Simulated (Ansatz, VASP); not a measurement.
**Zr: VASP beside Ansatz**

```
Zr
1.0
    -1.78667    1.78667    1.78667
     1.78667   -1.78667    1.78667
     1.78667    1.78667   -1.78667
Zr
1
Direct
  0.00000 0.00000 0.00000
```

Alike in both runs: functional PBE; k mesh 13 × 13 × 13; occupations fermi-dirac, width 0.05 eV; no spin polarisation.

Ansatz relaxed the structure, and its values are those at the end. VASP's run is a single point on that final structure, the one shown.

|  | VASP | Ansatz |
| --- | --- | --- |
| version | VASP 6.6.1 | Ansatz 0.2.0 |
| potentials or method | VASP PAW PBE potentials, release 64 (Zr_sv), cutoff 500 eV | all-electron LAPW, scalar-relativistic |

|  | VASP | Ansatz | Ansatz less VASP |
| --- | --- | --- | --- |
| pressure (GPa) | 0.0 | 0.0 | -0.03 |

Ansatz ran all-electron here, and VASP with PAW potentials.
